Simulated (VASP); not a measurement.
## Au: single point with PBE

Crystal: Au.

```
Au
1.0
     0.00000    2.07826    2.07826
     2.07826    0.00000    2.07826
     2.07826    2.07826    0.00000
Au
1
Direct
  0.00000 0.00000 0.00000
```

```json
{
  "Program": "VASP 6.6.1",
  "Task": "single point",
  "Functional": "PBE",
  "Potentials or basis": "VASP PAW PBE potentials, release 64 (Au)",
  "Cutoff": "520 eV",
  "k mesh": "19 × 19 × 19",
  "Occupations": "fermi-dirac, width 0.1 eV",
  "Spin": "no spin polarisation",
  "Dipole correction": "no",
  "Further INCAR settings": "ALGO = Normal; EDIFF = 1e-06; NBANDS = 12"
}
```

```
Pressure : -0.1 GPa
```

Levels at points of the mesh, in eV from the Fermi level:
| k point | band 4 | band 5 | band 6 | band 7 | band 8 | band 9 |
| --- | --- | --- | --- | --- | --- | --- |
| (0.00, 0.00, 0.00) | -4.47 | -3.09 | -3.09 | 14.54 | 18.24 | 18.24 |

It took 24 s on 1 thread of AMD EPYC 9R45 96-Core Processor (Zen 5), on a shared host, peak memory 0.15 GiB.

Caveat: spin-orbit coupling is left out, which moves the levels of the heavy elements.
